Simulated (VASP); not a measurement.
A run of VASP 6.6.1:

File POSCAR:

```
BP
1.0
    2.7080526517      0.0000000000      0.0000000000
    0.0000000000      2.7080526517      0.0000000000
    0.0000000000      0.0000000000      2.7080526517
B P
1 1
Direct
    0.0000000000      0.0000000000      0.0000000000
    0.5000000000      0.5000000000      0.5000000000
```

File INCAR.step1:

```
PREC     = Accurate       # precision mode
ENCUT    = 520            # plane-wave cutoff, eV
ISMEAR   = -1             # smearing method
SIGMA    = 0.02           # smearing width, eV
LREAL    = False          # projectors in reciprocal space
LASPH    = True           # aspherical terms in the spheres
NELM     = 60             # most SCF steps
NBANDS   = 11             # bands
GGA      = PE             # functional
ALGO     = Normal         # electronic algorithm
EDIFF    = 1E-4           # SCF threshold, eV
LWAVE    = True           # write WAVECAR
LCHARG   = False          # write CHGCAR
```

Contents of INCAR.step2:

```
PREC     = Accurate       # precision mode
ENCUT    = 520            # plane-wave cutoff, eV
EDIFF    = 1E-6           # SCF threshold, eV
ISMEAR   = -1             # smearing method
SIGMA    = 0.02           # smearing width, eV
LREAL    = False          # projectors in reciprocal space
LASPH    = True           # aspherical terms in the spheres
NELM     = 60             # most SCF steps
ALGO     = Normal         # electronic algorithm
ISIF     = 2              # what is computed and relaxed
LWAVE    = False          # write WAVECAR
LCHARG   = False          # write CHGCAR
METAGGA  = R2SCAN         # meta-GGA
LMIXTAU  = True         
NBANDS   = 11             # bands
ISTART   = 1
```

File KPOINTS:

```
Automatic mesh
0
Gamma
  10 10 10
```

Potentials or basis: VASP PAW PBE potentials, release 64 (B, P).

The run is started by

```sh
$ cat potpaw_PBE.64/B/POTCAR potpaw_PBE.64/P/POTCAR > POTCAR
$ cp INCAR.step1 INCAR
$ mpirun -np 1 vasp_std > vasp.out
$ cp INCAR.step2 INCAR
$ mpirun -np 1 vasp_std > vasp.out
```

Hardware: 1 thread of Intel(R) Xeon(R) 6975P-C (Granite Rapids) (shared host).

Q: How long does it take, and how much memory?

A: Wall time 12 s on 1 thread of Intel(R) Xeon(R) 6975P-C (Granite Rapids), with other jobs on the host, peak memory 0.13 GiB. Counts: k points 56.
